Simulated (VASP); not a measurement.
# Ga5B (P6/mmm) in VASP: a series of runs

The runs below take Ga5B through single point, relaxation of cell and atoms, with PBE.

Program: VASP 6.6.1. These are calculated values, not measurements. Logs are shortened: lines on timing, memory, paths and dates and some standing lists are left out, and cuts for length are marked.

## 1. The cell of the first run

It takes space group P6/mmm (No. 191, hexagonal). Conventional cell: a = 5.362 Å, b = 5.362 Å, c = 4.668 Å, α = 90.00°, β = 90.00°, γ = 120.00°. Within 3.7 Å of Ga (site symmetry -6m2) lie 9 Ga at 2.80 to 3.10 Å and 3 B at 3.10 Å. Ga (site symmetry mmm) has 8 Ga at 2.68 to 2.80 Å and 4 B at 3.55 Å within 3.6 Å. B (site symmetry 6/mmm) has 18 Ga at 3.10 to 3.55 Å within 4.1 Å.

The cell was generated, and may not be a known phase.

## 2. Single point, PBE

Input file INCAR:

```
SYSTEM = Ga5B
PREC = Accurate
ENCUT = 520
EDIFF = 1E-6
ISMEAR = 0
SIGMA = 0.1
LREAL = .False.
LASPH = .True.
NELM = 100
ALGO = Fast
ISIF = 2
LWAVE = .False.
LCHARG = .False.
GGA = PE
NBANDS = 43
```

Input file KPOINTS:

```
regular mesh
0
Gamma
  6 6 4
  0 0 0
```

Input file POSCAR:

```
Ga5B
1.0
    5.3619827884      0.0000000029      0.0000000000
   -2.6809913967      4.6436133080      0.0000000000
    0.0000000000      0.0000000000      4.6678869751
Ga B
5 1
Direct
    0.6666666667      0.3333333333      0.0000000000
    0.5000000000      0.0000000000      0.5000000000
    0.5000000000      0.5000000000      0.5000000000
    0.0000000000      0.5000000000      0.5000000000
    0.3333333333      0.6666666667      0.0000000000
    0.0000000000      0.0000000000      0.0000000000
```

Potentials or basis: VASP PAW PBE potentials, release 64 (Ga_d, B).

Launch:

```bash
> cat potpaw_PBE.64/Ga_d/POTCAR potpaw_PBE.64/B/POTCAR > POTCAR
> mpirun -np 1 vasp_std > vasp.out
```

OUTCAR:

```text
SYSTEM = Ga5B
   PREC = Accurate
   ENCUT = 520
   EDIFF = 1E-6
   ISMEAR = 0
   LREAL = .False.
   LASPH = .True.
   NELM = 100
   ISIF = 2
   GGA = PE

 ion  position               nearest neighbor table
   1  0.667  0.333  0.000-   4 2.80   4 2.80   2 2.80   2 2.80   3 2.80   3 2.80
   2  0.500  0.000  0.500-   3 2.68   3 2.68   4 2.68   4 2.68   1 2.80   5 2.80   1 2.80   5 2.80

   3  0.500  0.500  0.500-   4 2.68   4 2.68   2 2.68   2 2.68   1 2.80   5 2.80   1 2.80   5 2.80

   4  0.000  0.500  0.500-   3 2.68   3 2.68   2 2.68   2 2.68   1 2.80   5 2.80   1 2.80   5 2.80

   5  0.333  0.667  0.000-   4 2.80   4 2.80   2 2.80   2 2.80   3 2.80   3 2.80
   6  0.000  0.000  0.000-

  LATTYP: Found a hexagonal cell.
 ALAT       =     5.3619827884
 C/A-ratio  =     0.8705523981

  Lattice vectors:

 A1 = (   5.3619827884,   0.0000000029,   0.0000000000)
 A2 = (  -2.6809913967,   4.6436133080,   0.0000000000)
 A3 = (   0.0000000000,   0.0000000000,   4.6678869751)

Analysis of symmetry for initial positions (statically):
=====================================================================
 Subroutine PRICEL returns:
 Original cell was already a primitive cell.

 Routine SETGRP: Setting up the symmetry group for a
 hexagonal supercell.

 Subroutine GETGRP returns: Found 24 space group operations
 (whereof 24 operations were pure point group operations)
 out of a pool of 24 trial point group operations.

The static configuration has the point symmetry D_6h.

Analysis of symmetry for dynamics (positions and initial velocities):
=====================================================================
 Subroutine PRICEL returns:
 Original cell was already a primitive cell.

 Routine SETGRP: Setting up the symmetry group for a
 hexagonal supercell.

 Subroutine GETGRP returns: Found 24 space group operations
 (whereof 24 operations were pure point group operations)
 out of a pool of 24 trial point group operations.

The dynamic configuration has the point symmetry D_6h.

 Subroutine INISYM returns: Found 24 space group operations
 (whereof 24 operations are pure point group operations),
 and found     1 'primitive' translations

----------------------------------------------------------------------------------------

                                     Primitive cell

  volume of cell :     116.2256

  direct lattice vectors                    reciprocal lattice vectors
     5.361982788  0.000000003  0.000000000     0.186498174  0.107674771  0.000000000
    -2.680991397  4.643613308  0.000000000    -0.000000000  0.215349542  0.000000000
     0.000000000  0.000000000  4.667886975     0.000000000  0.000000000  0.214229694

  length of vectors
     5.361982788  5.361982788  4.667886975     0.215349542  0.215349542  0.214229694

  position of ions in fractional coordinates (direct lattice)
     0.666666667  0.333333333  0.000000000
     0.500000000  0.000000000  0.500000000
     0.500000000  0.500000000  0.500000000
     0.000000000  0.500000000  0.500000000
     0.333333333  0.666666667  0.000000000
     0.000000000  0.000000000  0.000000000

  ion indices of the primitive-cell ions
   primitive index   ion index
                 1           1
                 2           2
                 3           3
                 4           4
                 5           5
                 6           6

----------------------------------------------------------------------------------------

 KPOINTS: regular mesh

Automatic generation of k-mesh.
 Grid dimensions read from file:
 generate k-points for:    6    6    4

 Generating k-lattice:

  Cartesian coordinates                     Fractional coordinates (reciprocal lattice)
     0.031083029  0.017945795  0.000000000     0.166666667  0.000000000  0.000000000
    -0.000000000  0.035891590  0.000000000     0.000000000  0.166666667  0.000000000
     0.000000000  0.000000000  0.053557424     0.000000000  0.000000000  0.250000000

  Length of vectors
     0.035891590  0.035891590  0.053557424

  Shift w.r.t. Gamma in fractional coordinates (k-lattice)
     0.000000000  0.000000000  0.000000000

 Subroutine IBZKPT returns following result:
 ===========================================

 Found     21 irreducible k-points:

 Following reciprocal coordinates:
            Coordinates               Weight
  0.000000  0.000000  0.000000      1.000000
  0.166667 -0.000000  0.000000      6.000000
  0.333333  0.000000  0.000000      6.000000
  0.500000  0.000000  0.000000      3.000000
  0.166667  0.166667  0.000000      6.000000
  0.333333  0.166667  0.000000     12.000000
[... 13 lines left out ...]
  0.333333  0.166667  0.500000     12.000000
  0.333333  0.333333  0.500000      2.000000
   k-points           NKPTS =     21   k-points in BZ     NKDIM =     21   number of bands    NBANDS=     43
   number of dos      NEDOS =    301   number of ions     NIONS =      6
   total plane-waves  NPLWV =  57600
   dimension x,y,z NGX =    40 NGY =   40 NGZ =   36
   dimension x,y,z NGXF=    80 NGYF=   80 NGZF=   72
   ions per type =               5   1
   NGX,Y,Z   is equivalent  to a cutoff of  12.40, 12.40, 12.82 a.u.
   NGXF,Y,Z  is equivalent  to a cutoff of  24.80, 24.80, 25.64 a.u.
 SYSTEM =  Ga5B
   PREC   = accura    normal or accurate (medium, high low for compatibility)
   ISTART =      0    job   : 0-new  1-cont  2-samecut
   ICHARG =      2    charge: 1-file 2-atom 10-const
   ISPIN  =      1    spin polarized calculation?
   LNONCOLLINEAR =      F non collinear calculations
   LSORBIT =      F    spin-orbit coupling
   LASPH  =      T    aspherical Exc in radial PAW
   ENCUT  =  520.0 eV  38.22 Ry    6.18 a.u.   9.97  9.97  8.68*2*pi/ulx,y,z
   NELM   =    100;   NELMIN=  2; NELMDL= -5     # of ELM steps
   EDIFF  = 0.1E-05   stopping-criterion for ELM
   LREAL  =      F    real-space projection
[... 7 lines left out ...]
   TEBEG  =    0.0;   TEEND  =   0.0 temperature during run
   PSTRESS=    0.0 pullay stress
   NELECT =      68.0000    total number of electrons
   NUPDOWN=      -1.0000    fix difference up-down
   EMIN   =  10.00;   EMAX   =-10.00  energy-range for DOS
   EFERMI =   0.00;   METHOD = LEGACY
   ISMEAR =     0;   SIGMA  =   0.10  broadening in eV -4-tet -1-fermi 0-gaus
   EFERMI_NEDOS =   21; number of points for ismear=-14 and -15
   IALGO  =     68    algorithm
   IMIX   =      4    mixing-type and parameters
     AMIX     =   0.40;   BMIX     =  1.00
     AMIX_MAG =   1.60;   BMIX_MAG =  1.00
  volume/ion in A,a.u.               =      19.37       130.72
  Fermi-wavevector in a.u.,A,eV,Ry     =   1.369233  2.587474 25.508171  1.874798
  Thomas-Fermi vector in A             =   2.495126
   LORBIT       =      0    0 simple, 1 ext, 2 COOP (PROOUT), +10 PAW based schemes
   GGA     = PE    functional components
   LHFCALC =     F    Hartree Fock is set to
   AEXX    =    0.0000 exact exchange contribution
   IVDW    =     0    specifies the selected vdW correction
   LEPSILON=     F    determine dielectric tensor
   LRPA    =     F    only Hartree local field effects (RPA)
 non-spin polarized calculation
 RMM-DIIS sequential band-by-band and
 Gauss-broadening in eV      SIGMA  =   0.10
  energy-cutoff  :      520.00
  volume of cell :      116.23
 maximum number of plane-waves:      3168
 NGX is ok and might be reduce to    40
   NGX = 19   NGY = 19   NGZ = 17

 number of electron      67.9999946 magnetization

 Free energy of the ion-electron system (eV)
  ---------------------------------------------------
  ext. energy  EPLUGINS =         0.00000000
  ---------------------------------------------------
  free energy    TOTEN  =       -16.47023745 eV

  energy without entropy =      -16.45396310  energy(sigma->0) =      -16.46210027

 E-fermi :   4.5235     XC(G=0): -10.3824

 val. band max:        4.5115039311   @ k =   0.1667   0.1667   0.0000
 cond. band min:       4.5572289685   @ k =   0.0000   0.0000   0.2500
 fundamental gap:      0.0457250374
 Fermi energy:         4.5234885438

 k-point     1 :       0.0000    0.0000    0.0000
  band No.  band energies     occupation
      1     -10.9925      2.00000
      2     -10.8095      2.00000
      3     -10.8095      2.00000
      4     -10.7604      2.00000
      5     -10.7187      2.00000
      6     -10.7187      2.00000
[... 35 lines left out ...]
     42       7.6528      0.00000
     43       7.6528      0.00000

 k-point     2 :       0.1667   -0.0000    0.0000
  band No.  band energies     occupation
      1     -10.9617      2.00000
      2     -10.8019      2.00000
      3     -10.7784      2.00000
      4     -10.7519      2.00000
      5     -10.7150      2.00000
      6     -10.7094      2.00000
[... 35 lines left out ...]
     42       8.7348      0.00000
     43       8.9101      0.00000

 k-point     3 :       0.3333    0.0000    0.0000
  band No.  band energies     occupation
      1     -10.8925      2.00000
      2     -10.7751      2.00000
      3     -10.7431      2.00000
      4     -10.6979      2.00000
      5     -10.6934      2.00000
      6     -10.6854      2.00000
[... 35 lines left out ...]
     42       8.6476      0.00000
     43      10.4550      0.00000

 k-point     4 :       0.5000    0.0000    0.0000
  band No.  band energies     occupation
      1     -10.8573      2.00000
      2     -10.7421      2.00000
      3     -10.7279      2.00000
      4     -10.6736      2.00000
      5     -10.6665      2.00000
      6     -10.6586      2.00000
[... 725 lines left out ...]
     42      10.0858      0.00000
     43      10.8057      0.00000

 k-point    20 :       0.3333    0.1667    0.5000
  band No.  band energies     occupation
      1     -10.8207      2.00000
      2     -10.7992      2.00000
      3     -10.7356      2.00000
      4     -10.7095      2.00000
      5     -10.6970      2.00000
      6     -10.6746      2.00000
[... 35 lines left out ...]
     42      10.3103      0.00000
     43      10.6553      0.00000

 k-point    21 :       0.3333    0.3333    0.5000
  band No.  band energies     occupation
      1     -10.7667      2.00000
      2     -10.7667      2.00000
      3     -10.7475      2.00000
      4     -10.6995      2.00000
      5     -10.6994      2.00000
      6     -10.6979      2.00000
[... 35 lines left out ...]
     42      11.3202      0.00000
     43      11.3996      0.00000

------------------------ aborting loop because EDIFF is reached ----------------------------------------

  FORCE on cell =-STRESS in cart. coord.  units (eV):
  Direction    XX          YY          ZZ          XY          YZ          ZX
  --------------------------------------------------------------------------------------
  -------------------------------------------------------------------------------------
  Total       -0.0103802     -0.0103802      0.2231882     -0.0000000      0.0000000      0.0000000
  in kB       -0.1430921     -0.1430921      3.0766642     -0.0000000      0.0000000      0.0000000
  external PRESSURE =       0.9301600 kB  Pullay stress =       0.0000000 kB

 VOLUME and BASIS-vectors are now :
 -----------------------------------------------------------------------------
  energy-cutoff  :      520.00
  volume of cell :      116.23
      direct lattice vectors                 reciprocal lattice vectors
     5.361982788  0.000000003  0.000000000     0.186498174  0.107674771  0.000000000
    -2.680991397  4.643613308  0.000000000    -0.000000000  0.215349542  0.000000000
     0.000000000  0.000000000  4.667886975     0.000000000  0.000000000  0.214229694

 POSITION                                       TOTAL-FORCE (eV/Angst)
 -----------------------------------------------------------------------------------
      2.68099      1.54787      0.00000        -0.000000      0.000000      0.000000
      2.68099      0.00000      2.33394         0.000000      0.000000      0.000000
      1.34050      2.32181      2.33394         0.000000      0.000000      0.000000
     -1.34050      2.32181      2.33394         0.000000      0.000000      0.000000
     -0.00000      3.09574      0.00000         0.000000     -0.000000      0.000000
      0.00000      0.00000      0.00000         0.000000      0.000000      0.000000
 -----------------------------------------------------------------------------------
    total drift:                               -0.000000     -0.000000     -0.000000

  FREE ENERGIE OF THE ION-ELECTRON SYSTEM (eV)
  ---------------------------------------------------
  free  energy   TOTEN  =       -16.4702374477 eV

  energy  without entropy=      -16.4539630992  energy(sigma->0) =      -16.46210027
```

Wall time 46 s (1 thread of Intel Xeon 6975P-C (Granite Rapids), shared host); peak memory 0.27 GiB.

Results:

- Free energy: -16.4702 eV
- Pressure: 0.1 GPa
- Band gap on the k mesh: zero (bands 34 and 35 overlap by 2.77 eV)

## 3. Single point, PBE

This run uses another cell than the first one, of 17.90 Å³/atom.

Input file INCAR:

```
  PREC = Accurate
  ENCUT = 520
  EDIFF = 1E-7
  ISMEAR = 0
  SIGMA = 0.1
  LREAL = F
  LASPH = T
  NELM = 100
  ALGO = Normal
  ISIF = 2
  LWAVE = F
  LCHARG = F
  GGA = PE
  NBANDS = 43
```

Input file KPOINTS:

```
regular mesh
0
Gamma
  6 6 4
```

Input file POSCAR:

```
Ga5B
1.0
    5.3548927100      0.0000000000      0.0000000000
   -2.6774463600      4.6374731300      0.0000000000
    0.0000000000      0.0000000000      4.3247865200
Ga B
5 1
Direct
    0.6666666700      0.3333333300      0.0000000000
    0.5000000000      0.0000000000      0.5000000000
    0.5000000000      0.5000000000      0.5000000000
    0.0000000000      0.5000000000      0.5000000000
    0.3333333300      0.6666666700      0.0000000000
    0.0000000000      0.0000000000      0.0000000000
```

Potentials or basis: VASP PAW PBE potentials, release 64 (Ga_d, B).

Launch:

```bash
> cat potpaw_PBE.64/Ga_d/POTCAR potpaw_PBE.64/B/POTCAR > POTCAR
> mpirun -np 1 vasp_std > vasp.out
```

Run time: 42 s. Hardware: 1 thread of Intel Xeon 6975P-C (Granite Rapids), shared host; peak memory 0.25 GiB.

The run converged. Its results:

| Quantity | Value |
| --- | --- |
| Free energy | -16.1851 eV |
| Pressure | 5.7 GPa |
| Band gap on the k mesh | zero (bands 34 and 35 overlap by 2.87 eV) |

Stress tensor (GPa, compression positive):
```
 3.10  0.00  0.00
 0.00  3.10  0.00
 0.00  0.00 10.91
```

Levels at points of the mesh, in eV from the Fermi level:
```csv
k point,band 32,band 33,band 34,band 35,band 36,band 37
"(0.00, 0.00, 0.00)",-2.76,-2.76,-2.24,1.83,2.07,2.38
"(0.50, 0.00, 0.00)",-1.79,-1.22,0.06,0.70,0.75,1.32
"(0.00, 0.00, 0.50)",-2.81,-2.15,-2.15,-0.90,-0.90,-0.75
"(0.50, 0.00, 0.50)",-3.31,-2.92,1.61,1.75,1.91,2.16
```

Caveat: the k points lie up to 0.36 Å⁻¹ apart, too coarse for converged energies and pressures of a metal.

## 4. Relaxation of cell and atoms, PBE

This run uses another cell than the first one, of 17.90 Å³/atom.

Input file INCAR:

```
SYSTEM = Ga5B
PREC     = Accurate       ! precision mode
ENCUT    = 600            ! plane-wave cutoff, eV
EDIFF    = 1E-7           ! SCF threshold, eV
ISMEAR   = 0              ! smearing method
SIGMA    = 0.1            ! smearing width, eV
LREAL    = .FALSE.        ! projectors in reciprocal space
LASPH    = .TRUE.         ! aspherical terms in the spheres
NELM     = 100            ! most SCF steps
ALGO     = Fast           ! electronic algorithm
ISIF     = 3              ! what is computed and relaxed
LWAVE    = .FALSE.        ! write WAVECAR
LCHARG   = .FALSE.        ! write CHGCAR
GGA      = PE             ! functional
IBRION   = 2              ! ionic algorithm
NSW      = 90             ! ionic steps
EDIFFG   = -0.04          ! ionic threshold
```

Input file KPOINTS:

```
regular mesh
0
G
  6 6 4
  0 0 0
```

POSCAR is that of step 3.

Launch:

```bash
> cat potpaw_PBE.64/Ga_d/POTCAR potpaw_PBE.64/B/POTCAR > POTCAR
> mpirun -np 1 vasp_std > vasp.out
```

Run time: 4.3 min. Hardware: 1 thread of Intel Xeon 6975P-C (Granite Rapids), shared host; peak memory 0.33 GiB.

It converged, with:

| Item | Value |
| --- | --- |
| Free energy | -16.4681 eV |
| Relaxed volume | 19.39 Å³/atom |
| Relaxed cell | a = 5.361 Å, b = 5.361 Å, c = 4.675 Å, α = 90.00°, β = 90.00°, γ = 120.00° |
| Space group after relaxing (to 0.1 Å) | P6/mmm (No. 191) |
| Energy gained by relaxing | 47.3 meV/atom |
| Ionic steps | 5 |
| Pressure after relaxing | 0.0 GPa |
| Band gap on the k mesh | zero (bands 34 and 35 overlap by 2.77 eV) |

Stress tensor (GPa, compression positive):
```
-0.08  0.00  0.00
 0.00 -0.08  0.00
 0.00  0.00  0.19
```

Step by step:
| step | energy change (eV) | largest force (eV/Å) | pressure (GPa) | volume (Å³) |
| --- | --- | --- | --- | --- |
| 1 | 0.0000 | 0.0000 | 5.64 | 107.40 |
| 2 | -0.2618 | 0.0000 | -0.01 | 117.43 |
| 3 | -0.2644 | 0.0000 | -0.56 | 118.71 |
| 4 | -0.2757 | 0.0000 | -0.36 | 117.81 |
| 5 | -0.2837 | 0.0000 | 0.01 | 116.37 |

Final structure:
```cif
data_structure
_symmetry_space_group_name_H-M 'P 1'
_symmetry_Int_Tables_number 1
_cell_length_a 5.3609
_cell_length_b 5.3609
_cell_length_c 4.6754
_cell_angle_alpha 90.000
_cell_angle_beta 90.000
_cell_angle_gamma 120.000
_cell_volume 116.37
loop_
_atom_site_label
_atom_site_type_symbol
_atom_site_fract_x
_atom_site_fract_y
_atom_site_fract_z
_atom_site_occupancy
Ga1 Ga 0.66667 0.33333 0.00000 1
Ga2 Ga 0.50000 0.00000 0.50000 1
Ga3 Ga 0.50000 0.50000 0.50000 1
Ga4 Ga 0.00000 0.50000 0.50000 1
Ga5 Ga 0.33333 0.66667 0.00000 1
B1 B 0.00000 0.00000 0.00000 1
```

Levels at points of the mesh, in eV from the Fermi level:
```csv
k point,band 31,band 32,band 33,band 34,band 35,band 36,band 37,band 38
"(0.00, 0.00, 0.00)",-3.76,-2.94,-2.34,-2.34,0.98,1.70,2.04,2.04
"(0.50, 0.00, 0.00)",-2.47,-2.37,-1.39,-0.42,0.38,1.12,1.15,2.22
"(0.00, 0.00, 0.50)",-2.76,-2.76,-1.73,-1.73,-0.81,-0.81,-0.65,-0.65
"(0.50, 0.00, 0.50)",-3.71,-3.00,-2.66,1.66,1.90,1.93,2.31,3.39
```

Caveat: the k points lie up to 0.34 Å⁻¹ apart in the final cell, too coarse for converged energies and pressures of a metal.

[end of part 1 of 2]

The gap in the log of VASP goes by the Fermi energy; the results here count the filled bands.